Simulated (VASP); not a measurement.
Runs of VASP 6.6.1 on OsO3. The structure is that of space group Im-3m (No. 229), or close to it. The cells are those of the table. 

```csv
task,potentials or basis,spin,cell,k mesh,cutoff (eV),second run,gap on the mesh (eV),pressure (GPa),moment (μB),relaxed volume (Å³/atom)
relaxation of cell and atoms,"VASP PAW PBE potentials, release 64 (Os, O)",off,"relaxed from a = 3.602 Å, angles 109.5°, 4 atoms",16 × 16 × 16,600,-,none,0.0,-,(a)
single point,"VASP PAW PBE potentials, release 64 (Os, O)","collinear, ferromagnetic start","a = 3.602 Å, angles 109.5°, 4 atoms",6 × 6 × 6,520,-,none,1.5,0.00,-
single point,"VASP PAW PBE potentials, release 64 (Os_sv_GW, O)","collinear, ferromagnetic start","a = 3.602 Å, angles 109.5°, 4 atoms",6 × 6 × 6,600,valence_matched,none,-0.2,0.00,-
relaxation of cell and atoms,"VASP PAW PBE potentials, release 64 (Os, O)","collinear, ferromagnetic start","relaxed from a = 3.738 Å, angles 109.5°, 4 atoms",6 × 6 × 6,600,-,none,-0.5,0.00,9.05
single point,"VASP PAW PBE potentials, release 64 (Os, O)",off,"a = 3.599 Å, angles 109.5°, 4 atoms",16 × 16 × 16,520,-,none,1.5,-,-
```

Alike in all rows: level PBE; smearing gaussian 0.1 eV.

**Question.** Fill in the values left out.

**Answer.** (a) 9.01.

Caveats: spin-orbit coupling is left out, which moves the levels of the heavy elements.

A k mesh can miss the band edges, and the runs leave out spin-orbit coupling on Os.

A gap of «none» marks levels without a gap at the run's occupations.

The runs don't all hold the same shells in valence.
